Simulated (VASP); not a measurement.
# Lu (Im-3m) in VASP: further runs

The runs below take Lu through single point, with PBE.

Program: VASP 6.6.1. These are calculated values, not measurements. Logs are shortened: lines on timing, memory, paths and dates and some standing lists are left out, and cuts for length are marked.

## (1) The cell of the first run

The structure is cubic, space group Im-3m (No. 229). Conventional cell: a = 3.066 Å, b = 3.066 Å, c = 3.066 Å, α = 90.00°, β = 90.00°, γ = 90.00°. Within 3.5 Å of Lu (site symmetry m-3m) lie 14 Lu at 2.66 to 3.07 Å.

This isn't the form of Lu at room conditions, which is hcp.

## (2) Single point, PBE

File INCAR:

```
PREC = Accurate
ENCUT = 520
EDIFF = 1E-6
ISMEAR = -1
SIGMA = 0.05
LREAL = False
LASPH = True
NELM = 100
ALGO = Normal
ISIF = 2
LWAVE = False
LCHARG = False
GGA = PE
NBANDS = 18
```

File KPOINTS:

```
Automatic mesh
0
Gamma
  18 18 18
```

File POSCAR:

```
Lu
1.0
   -1.5330568166      1.5330568166      1.5330568166
    1.5330568166     -1.5330568166      1.5330568166
    1.5330568166      1.5330568166     -1.5330568166
Lu
1
Direct
    0.0000000000      0.0000000000      0.0000000000
```

Potentials or basis: VASP PAW PBE potentials, release 64 (Lu).

The run is started by

```bash
$ cat potpaw_PBE.64/Lu/POTCAR > POTCAR
$ mpirun -np 1 vasp_std > vasp.out
```

OUTCAR:

```text
PREC = Accurate
   ENCUT = 520
   EDIFF = 1E-6
   ISMEAR = -1
   LREAL = False
   LASPH = True
   NELM = 100
   ISIF = 2
   GGA = PE

 ion  position               nearest neighbor table
   1  0.000  0.000  0.000-

  LATTYP: Found a body centered cubic cell.
 ALAT       =     3.0661136332

  Lattice vectors:

 A1 = (  -1.5330568166,   1.5330568166,   1.5330568166)
 A2 = (   1.5330568166,  -1.5330568166,   1.5330568166)
 A3 = (   1.5330568166,   1.5330568166,  -1.5330568166)

Analysis of symmetry for initial positions (statically):
=====================================================================
 Subroutine PRICEL returns:
 Original cell was already a primitive cell.

 Routine SETGRP: Setting up the symmetry group for a
 body centered cubic supercell.

 Subroutine GETGRP returns: Found 48 space group operations
 (whereof 48 operations were pure point group operations)
 out of a pool of 48 trial point group operations.

The static configuration has the point symmetry O_h .

Analysis of symmetry for dynamics (positions and initial velocities):
=====================================================================
 Subroutine PRICEL returns:
 Original cell was already a primitive cell.

 Routine SETGRP: Setting up the symmetry group for a
 body centered cubic supercell.

 Subroutine GETGRP returns: Found 48 space group operations
 (whereof 48 operations were pure point group operations)
 out of a pool of 48 trial point group operations.

The dynamic configuration has the point symmetry O_h .

 Subroutine INISYM returns: Found 48 space group operations
 (whereof 48 operations are pure point group operations),
 and found     1 'primitive' translations

----------------------------------------------------------------------------------------

                                     Primitive cell

  volume of cell :      14.4123

  direct lattice vectors                    reciprocal lattice vectors
    -1.533056817  1.533056817  1.533056817     0.000000000  0.326145773  0.326145773
     1.533056817 -1.533056817  1.533056817     0.326145773  0.000000000  0.326145773
     1.533056817  1.533056817 -1.533056817     0.326145773  0.326145773  0.000000000

  length of vectors
     2.655332297  2.655332297  2.655332297     0.461239775  0.461239775  0.461239775

  position of ions in fractional coordinates (direct lattice)
     0.000000000  0.000000000  0.000000000

  ion indices of the primitive-cell ions
   primitive index   ion index
                 1           1

----------------------------------------------------------------------------------------

 KPOINTS: Automatic mesh

Automatic generation of k-mesh.
 Grid dimensions read from file:
 generate k-points for:   18   18   18

 Generating k-lattice:

  Cartesian coordinates                     Fractional coordinates (reciprocal lattice)
     0.000000000  0.018119210  0.018119210     0.055555556  0.000000000  0.000000000
     0.018119210  0.000000000  0.018119210     0.000000000  0.055555556  0.000000000
     0.018119210  0.018119210  0.000000000     0.000000000  0.000000000  0.055555556

  Length of vectors
     0.025624432  0.025624432  0.025624432

  Shift w.r.t. Gamma in fractional coordinates (k-lattice)
     0.000000000  0.000000000  0.000000000

 Subroutine IBZKPT returns following result:
 ===========================================

 Found    195 irreducible k-points:

 Following reciprocal coordinates:
            Coordinates               Weight
  0.000000  0.000000  0.000000      1.000000
  0.055556  0.000000  0.000000     12.000000
  0.111111  0.000000  0.000000     12.000000
  0.166667  0.000000  0.000000     12.000000
  0.222222  0.000000  0.000000     12.000000
  0.277778  0.000000  0.000000     12.000000
[... 16 lines left out ...]
  0.333333  0.111111  0.000000     48.000000
  0.388889  0.111111  0.000000     48.000000
 [... further k-points ...]
   k-points           NKPTS =    195   k-points in BZ     NKDIM =    195   number of bands    NBANDS=     18
   number of dos      NEDOS =    301   number of ions     NIONS =      1
   total plane-waves  NPLWV =   8000
   dimension x,y,z NGX =    20 NGY =   20 NGZ =   20
   dimension x,y,z NGXF=    40 NGYF=   40 NGZF=   40
   ions per type =               1
   NGX,Y,Z   is equivalent  to a cutoff of  12.52, 12.52, 12.52 a.u.
   NGXF,Y,Z  is equivalent  to a cutoff of  25.04, 25.04, 25.04 a.u.
 SYSTEM =  unknown system
   PREC   = accura    normal or accurate (medium, high low for compatibility)
   ISTART =      0    job   : 0-new  1-cont  2-samecut
   ICHARG =      2    charge: 1-file 2-atom 10-const
   ISPIN  =      1    spin polarized calculation?
   LNONCOLLINEAR =      F non collinear calculations
   LSORBIT =      F    spin-orbit coupling
   LASPH  =      T    aspherical Exc in radial PAW
   ENCUT  =  520.0 eV  38.22 Ry    6.18 a.u.   4.94  4.94  4.94*2*pi/ulx,y,z
   NELM   =    100;   NELMIN=  2; NELMDL= -5     # of ELM steps
   EDIFF  = 0.1E-05   stopping-criterion for ELM
   LREAL  =      F    real-space projection
   EDIFFG = 0.1E-04   stopping-criterion for IOM
   NSW    =      0    number of steps for IOM
   IBRION =     -1    ionic relax: 0-MD 1-quasi-New 2-CG
   NFREE  =      0    steps in history (QN), initial steepest desc. (CG)
   ISIF   =      2    stress and relaxation
   ISYM   =      2    0-nonsym 1-usesym 2-fastsym
   POTIM  = 0.5000    time-step for ionic-motion
   TEBEG  =    0.0;   TEEND  =   0.0 temperature during run
   PSTRESS=    0.0 pullay stress
   NELECT =      25.0000    total number of electrons
   NUPDOWN=      -1.0000    fix difference up-down
   EMIN   =  10.00;   EMAX   =-10.00  energy-range for DOS
   EFERMI =   0.00;   METHOD = LEGACY
   ISMEAR =    -1;   SIGMA  =   0.05  broadening in eV -4-tet -1-fermi 0-gaus
   EFERMI_NEDOS =   21; number of points for ismear=-14 and -15
   IALGO  =     38    algorithm
   IMIX   =      4    mixing-type and parameters
     AMIX     =   0.40;   BMIX     =  1.00
     AMIX_MAG =   1.60;   BMIX_MAG =  1.00
  volume/ion in A,a.u.               =      14.41        97.26
  Fermi-wavevector in a.u.,A,eV,Ry     =   1.967025  3.717139 52.643500  3.869188
  Thomas-Fermi vector in A             =   2.990604
   LORBIT       =      0    0 simple, 1 ext, 2 COOP (PROOUT), +10 PAW based schemes
   GGA     = PE    functional components
   LHFCALC =     F    Hartree Fock is set to
   AEXX    =    0.0000 exact exchange contribution
   IVDW    =     0    specifies the selected vdW correction
   LEPSILON=     F    determine dielectric tensor
   LRPA    =     F    only Hartree local field effects (RPA)
 non-spin polarized calculation
  energy-cutoff  :      520.00
  volume of cell :       14.41
 maximum number of plane-waves:       402
   NGX =  9   NGY =  9   NGZ =  9

 number of electron      25.0000008 magnetization

 Free energy of the ion-electron system (eV)
  ---------------------------------------------------
  ext. energy  EPLUGINS =         0.00000000
  ---------------------------------------------------
  free energy    TOTEN  =        -1.55570977 eV

  energy without entropy =       -1.54454823  energy(sigma->0) =       -1.55012900

 E-fermi :   5.4665     XC(G=0): -14.6905

 val. band max:        5.4536261401   @ k =  -0.3333   0.5000   0.0556
 cond. band min:       5.4742977064   @ k =   0.3889   0.2222   0.0000
 fundamental gap:      0.0206715662
 Fermi energy:         5.4665322140

 k-point     1 :       0.0000    0.0000    0.0000
  band No.  band energies     occupation
      1     -50.3787      2.00000
      2     -19.1487      2.00000
      3     -19.1487      2.00000
      4     -19.1487      2.00000
      5      -1.4476      2.00000
      6       0.5644      2.00000
[... 10 lines left out ...]
     17      12.5775      0.00000
     18      21.8631      0.00000

 k-point     2 :       0.0556    0.0000    0.0000
  band No.  band energies     occupation
      1     -50.3619      2.00000
      2     -19.2932      2.00000
      3     -19.1864      2.00000
      4     -19.1513      2.00000
      5      -1.2179      2.00000
      6       0.5666      2.00000
[... 10 lines left out ...]
     17      12.5691      0.00000
     18      22.0875      0.00000

 k-point     3 :       0.1111    0.0000    0.0000
  band No.  band energies     occupation
      1     -50.3131      2.00000
      2     -19.6935      2.00000
      3     -19.2936      2.00000
      4     -19.1587      2.00000
      5      -0.5833      2.00000
      6       0.5759      2.00000
[... 10 lines left out ...]
     17      12.5645      0.00000
     18      22.7045      0.00000

 k-point     4 :       0.1667    0.0000    0.0000
  band No.  band energies     occupation
      1     -50.2377      2.00000
      2     -20.2678      2.00000
      3     -19.4542      2.00000
      4     -19.1704      2.00000
      5       0.2699      2.00000
      6       0.5918      2.00000
[... 10 lines left out ...]
     17      12.6102      0.00000
     18      23.5134      0.00000

 k-point     5 :       0.2222    0.0000    0.0000
  band No.  band energies     occupation
      1     -50.1440      2.00000
      2     -20.9202      2.00000
      3     -19.6454      2.00000
      4     -19.1849      2.00000
      5       0.5633      2.00000
      6       0.6053      2.00000
[... 10 lines left out ...]
     17      12.7540      0.00000
     18      23.9892      0.00000

 k-point     6 :       0.2778    0.0000    0.0000
  band No.  band energies     occupation
      1     -50.0427      2.00000
      2     -21.5646      2.00000
      3     -19.8425      2.00000
      4     -19.2007      2.00000
      5       0.6068      2.00000
      6       0.6145      2.00000
[... 10 lines left out ...]
     17      13.3449      0.00000
     18      23.4137      0.00000

 k-point     7 :       0.3333    0.0000    0.0000
  band No.  band energies     occupation
      1     -49.9460      2.00000
      2     -22.1325      2.00000
      3     -20.0220      2.00000
      4     -19.2159      2.00000
      5       0.6176      2.00000
      6       0.6598      2.00000
[... 10 lines left out ...]
     17      15.2425      0.00000
     18      22.0918      0.00000

 k-point     8 :       0.3889    0.0000    0.0000
  band No.  band energies     occupation
      1     -49.8661      2.00000
      2     -22.5731      2.00000
      3     -20.1645      2.00000
      4     -19.2285      2.00000
      5       0.6163      2.00000
      6       0.7205      2.00000
[... 10 lines left out ...]
     17      17.2264      0.00000
     18      20.6970      0.00000
[... 229 lines left out ...]
     17      13.1444      0.00000
     18      23.5864      0.00000

 k-point    20 :       0.1667    0.1111    0.0000
  band No.  band energies     occupation
      1     -50.1071      2.00000
      2     -21.0889      2.00000
      3     -19.6822      2.00000
      4     -19.3254      2.00000
      5       0.5978      2.00000
      6       0.6442      2.00000
[... 10 lines left out ...]
     17      13.5611      0.00000
     18      24.3693      0.00000

 k-point    21 :       0.2222    0.1111    0.0000
  band No.  band energies     occupation
      1     -50.0114      2.00000
      2     -21.6337      2.00000
      3     -19.9194      2.00000
      4     -19.3548      2.00000
      5       0.6162      2.00000
      6       0.6678      2.00000
[... 10 lines left out ...]
     17      14.2274      0.00000
     18      23.7635      0.00000

 k-point    22 :       0.2778    0.1111    0.0000
  band No.  band energies     occupation
      1     -49.9203      2.00000
      2     -22.1165      2.00000
      3     -20.1430      2.00000
      4     -19.3783      2.00000
      5       0.6297      2.00000
      6       0.6947      2.00000
[... 10 lines left out ...]
     17      16.0613      0.00000
     18      22.5491      0.00000

 k-point    23 :       0.3333    0.1111    0.0000
  band No.  band energies     occupation
      1     -49.8450      2.00000
      2     -22.4934      2.00000
      3     -20.3227      2.00000
      4     -19.3963      2.00000
      5       0.6335      2.00000
      6       0.7175      2.00000
[... 10 lines left out ...]
     17      17.8856      0.00000
     18      21.6178      0.00000

 k-point    24 :       0.3889    0.1111    0.0000
  band No.  band energies     occupation
      1     -49.7953      2.00000
      2     -22.7325      2.00000
      3     -20.4383      2.00000
      4     -19.4078      2.00000
      5       0.6328      2.00000
      6       0.7224      2.00000
[... 10 lines left out ...]
     17      19.4592      0.00000
     18      20.9802      0.00000

 [... further k-points ...]

------------------------ aborting loop because EDIFF is reached ----------------------------------------

  FORCE on cell =-STRESS in cart. coord.  units (eV):
  Direction    XX          YY          ZZ          XY          YZ          ZX
  --------------------------------------------------------------------------------------
  -------------------------------------------------------------------------------------
  Total        9.2123174      9.2123174      9.2123174      0.0000000      0.0000000     -0.0000000
  in kB     1024.1055771   1024.1055771   1024.1055771      0.0000000      0.0000000     -0.0000000
  external PRESSURE =    1024.1055771 kB  Pullay stress =       0.0000000 kB

 VOLUME and BASIS-vectors are now :
 -----------------------------------------------------------------------------
  energy-cutoff  :      520.00
  volume of cell :       14.41
      direct lattice vectors                 reciprocal lattice vectors
    -1.533056817  1.533056817  1.533056817     0.000000000  0.326145773  0.326145773
     1.533056817 -1.533056817  1.533056817     0.326145773  0.000000000  0.326145773
     1.533056817  1.533056817 -1.533056817     0.326145773  0.326145773  0.000000000

 POSITION                                       TOTAL-FORCE (eV/Angst)
 -----------------------------------------------------------------------------------
      0.00000      0.00000      0.00000         0.000000      0.000000     -0.000000
 -----------------------------------------------------------------------------------
    total drift:                                0.000000     -0.000000      0.000000

  FREE ENERGIE OF THE ION-ELECTRON SYSTEM (eV)
  ---------------------------------------------------
  free  energy   TOTEN  =        -1.5557097671 eV

  energy  without entropy=       -1.5445482277  energy(sigma->0) =       -1.55012900
```

It took 33 s on 1 thread of AMD EPYC 9R45 (Zen 5), shared host; peak memory 0.15 GiB.

Results:

```yaml
Free_energy: -1.5557 eV
Pressure: 102.4 GPa
Band_gap_on_the_k_mesh: zero (an odd number of electrons rules out a gap without spin polarisation)
```

Caveat: the cell stands under pressure; spin-orbit coupling is left out, which moves the levels of the heavy elements.

## (3) Single point, PBE

File INCAR:

```
PREC = Accurate
ENCUT = 520
EDIFF = 1E-6
ISMEAR = -1
SIGMA = 0.05
LREAL = F
LASPH = T
NELM = 100
ALGO = Normal
ISIF = 2
LWAVE = F
LCHARG = T
GGA = PE
LELF = T
LVHAR = T
NBANDS = 18
```

KPOINTS is that of step 2.

File POSCAR:

```
Lu
1.0
   -1.5332126864      1.5332126864      1.5332126864
    1.5332126864     -1.5332126864      1.5332126864
    1.5332126864      1.5332126864     -1.5332126864
Lu
1
Direct
    0.0000000000      0.0000000000      0.0000000000
```

Potentials or basis: VASP PAW PBE potentials, release 64 (Lu).

The run is started by

```bash
$ cat potpaw_PBE.64/Lu/POTCAR > POTCAR
$ mpirun -np 1 vasp_std > vasp.out
```

It took 35 s on 1 thread of AMD EPYC 9R45 (Zen 5), shared host; peak memory 0.15 GiB.

Results (log left out):

| Quantity | Value |
| --- | --- |
| Free energy | -1.5585 eV |
| Pressure | 102.3 GPa |
| Band gap on the k mesh | zero (an odd number of electrons rules out a gap without spin polarisation) |

Levels at points of the mesh, in eV from the Fermi level:
```
           k point  band 10  band 11  band 12  band 13  band 14  band 15  band 16  band 17
(0.00, 0.00, 0.00)    -4.41    -4.41    -4.27     2.86     2.86     2.86     7.11     7.11
(0.50, 0.00, 0.00)    -4.43    -4.35    -4.27    -0.78     5.67     7.65     9.23    13.70
(0.50, 0.50, 0.50)    -4.57    -4.37    -4.37    -4.37    12.47    12.47    12.47    13.52
```

Caveat: the cell stands under pressure; spin-orbit coupling is left out, which moves the levels of the heavy elements.
